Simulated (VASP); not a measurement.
## N: electric field gradients with PBE

N:

```
CELL_PARAMETERS angstrom
5.64900 0.00000 0.00000
0.00000 5.64900 0.00000
0.00000 0.00000 5.64900
ATOMIC_POSITIONS crystal
N 0.03000 0.03000 0.03000
N 0.47000 0.97000 0.53000
N 0.53000 0.47000 0.97000
N 0.97000 0.53000 0.47000
```

| Property | Result |
| --- | --- |
| Program | VASP 6.6.1 |
| Task | electric field gradients |
| Functional | PBE |
| Potentials or basis | VASP PAW PBE potentials, release 64 (N) |
| Cutoff | 520 eV |
| k mesh | 4 × 4 × 4 |
| Occupations | fermi-dirac, width 0.02 eV |
| Spin | no spin polarisation |
| Dipole correction | no |
| Further INCAR settings | ALGO = Normal; EDIFF = 1e-08; NBANDS = 18 |

| Item | Value |
| --- | --- |
| Pressure | -4.0 GPa |
| Largest force | 0.380 eV/Å |
| Band gap on the k mesh | zero (bands 10 and 11 overlap by 0.16 eV) |
| Largest electric field gradient by atom | N -6.5 V/Å² |

Forces on the atoms (eV/Å):
```
N    0.219  0.219  0.219
N   -0.219 -0.219  0.219
N    0.219 -0.219 -0.219
N   -0.219  0.219 -0.219
```

Levels at points of the mesh, in eV from the Fermi level:
```tsv
k point	band 6	band 7	band 8	band 9	band 10	band 11	band 12	band 13	band 14	band 15
(0.00, 0.00, 0.00)	-0.47	-0.47	-0.03	-0.03	-0.03	0.01	0.01	0.06	0.24	0.24
(0.50, 0.00, 0.00)	-0.31	-0.26	-0.26	-0.16	-0.16	0.02	0.02	0.14	0.14	0.15
(0.50, 0.50, 0.00)	-0.38	-0.31	-0.31	-0.14	-0.14	0.00	0.00	0.17	0.17	0.21
(0.50, 0.50, 0.50)	-0.55	-0.55	-0.55	0.16	0.16	0.16	0.16	0.17	0.17	0.17
```

Electric field gradients, principal values (V/Å²):
| atom | least | middle | greatest (by size) |
| --- | --- | --- | --- |
| 1 N | 3.253 | 3.253 | -6.507 |
| 2 N | 3.253 | 3.253 | -6.507 |
| 3 N | 3.253 | 3.253 | -6.507 |
| 4 N | 3.253 | 3.253 | -6.507 |

It took 40 s on 1 thread of Intel Xeon 8259CL, on a shared host, peak memory 0.25 GiB.

Caveat: the cell stands under tension; the nearest neighbours stand farther apart than a usual bond; without QUAD_EFG the Cq values of the log hold for a quadrupole moment of 1 mb, not for the nuclei.
